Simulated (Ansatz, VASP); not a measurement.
# One calculation of TiCo3, two programs

```
Ti Co
1.0
     3.52839    0.00000    0.00000
     0.00000    3.52839    0.00000
     0.00000    0.00000    3.52839
Ti Co
1 3
Cartesian
  0.0000 0.0000 0.0000
  0.0000 1.7642 1.7642
  1.7642 0.0000 1.7642
  1.7642 1.7642 0.0000
```

Alike in both runs: functional PBEsol; k mesh 12 × 12 × 12; occupations gaussian, width 0.1 eV; collinear spin.

Ansatz relaxed the structure, and its values are those at the end. VASP's run is a single point on that final structure, the one shown.

```csv
,VASP,Ansatz
version,VASP 6.6.1,Ansatz 0.2.0
potentials or method,"VASP PAW PBE potentials, release 64 (Ti_sv, Co), cutoff 520 eV","scalar-relativistic, plane waves, PAW"
valence electrons in the cell,39,63
```

|  | VASP | Ansatz | Ansatz less VASP |
| --- | --- | --- | --- |
| gap on the k mesh at the Fermi level (eV) | none | none | - |
| pressure (GPa) | -0.7 | 0.0 | +0.68 |
| net moment per atom (μB) | 0.17 | 0.17 | +0.002 |
| size of the moment on the site where the two differ most (μB) | 0.26 | 0.27 | +0.009 |

VASP's potentials were made for PBE, not for PBEsol. Site moments also hang on the region over which each program counts them. A gap of «none» marks a metal or a gap that the smearing closes. VASP's potentials hold 39 valence electrons a cell and Ansatz's 63, so a difference there can come from the potentials and not from the codes.
